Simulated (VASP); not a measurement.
Input of a VASP 6.6.1 run:

The input INCAR:

```
ALGO = Normal
EDIFF = 1E-6
ENCUT = 520
GGA = PE
ISIF = 2
ISMEAR = 0
LASPH = True
LCHARG = False
LREAL = False
LWAVE = False
NBANDS = 14
NELM = 60
PREC = Accurate
SIGMA = 0.1
```

KPOINTS

```
k-points
0
Gamma
  6 6 6
```

File POSCAR:

```
Si2N
1.0
    1.3607869615      0.7856507185      5.4351920613
   -1.3607869615      0.7856507185      5.4351920613
    0.0000000000     -1.5713014370      5.4351920613
Si N
2 1
Direct
    0.5847561088      0.5847561088      0.5847561088
    0.4152438912      0.4152438912      0.4152438912
    0.0000000000      0.0000000000      0.0000000000
```

Potentials or basis: VASP PAW PBE potentials, release 64 (Si, N).

Run with:

```sh
$ cat potpaw_PBE.64/Si/POTCAR potpaw_PBE.64/N/POTCAR > POTCAR
$ mpirun -np 1 vasp_std > vasp.out
```

Problem. What does it give for the pressure?

Solution. 0.0 GPa.

Problem. What does it give for the largest force?

Solution. 0.007 eV/Å.

Stress tensor (GPa, compression positive):
```
 0.00  0.00  0.00
 0.00  0.00  0.00
 0.00  0.00 -0.09
```

Caveat: the k points lie up to 0.45 Å⁻¹ apart.
